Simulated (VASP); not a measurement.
The system is Ir.

```xyz
2
Lattice="2.7696 0.0000 0.0000 -1.3848 2.3985 0.0000 0.0000 0.0000 4.4918" Properties=species:S:1:pos:R:3 pbc="T T T"
Ir    0.0000    1.5990    1.1230
Ir    1.3848    0.7995    3.3689
```

Base run:

| Item | Value |
| --- | --- |
| Program | VASP 6.6.1 |
| Functional | LDA |
| Potentials or basis | VASP PAW LDA potentials, release 64 (Ir_sv_GW) |
| Cutoff | 500 eV |
| k mesh | 11 × 11 × 6 |
| Occupations | fermi-dirac, width 0.05 eV |
| Spin | no spin polarisation |

Its results: band gap on the k mesh zero (band 17 reaches 12.63 eV, above the bottom of band 18 at 9.66 eV); pressure -25.3 GPa.

Q: The run is repeated on the same cell with these changes: potentials or basis from VASP PAW LDA potentials, release 64 (Ir_sv_GW) to VASP PAW LDA potentials, release 64 (Ir); cutoff from 500 eV to 520 eV; further incar settings from ALGO = Normal; EDIFF = 1e-06; NBANDS = 24 to ALGO = Normal; EDIFF = 1e-06; NBANDS = 16; valence electrons from 34 to 18. What comes out?

A: Band gap on the k mesh zero (band 9 reaches 10.38 eV, above the bottom of band 10 at 7.41 eV); pressure -21.7 GPa.

Caveats: spin-orbit coupling is left out, which moves the levels of the heavy elements.
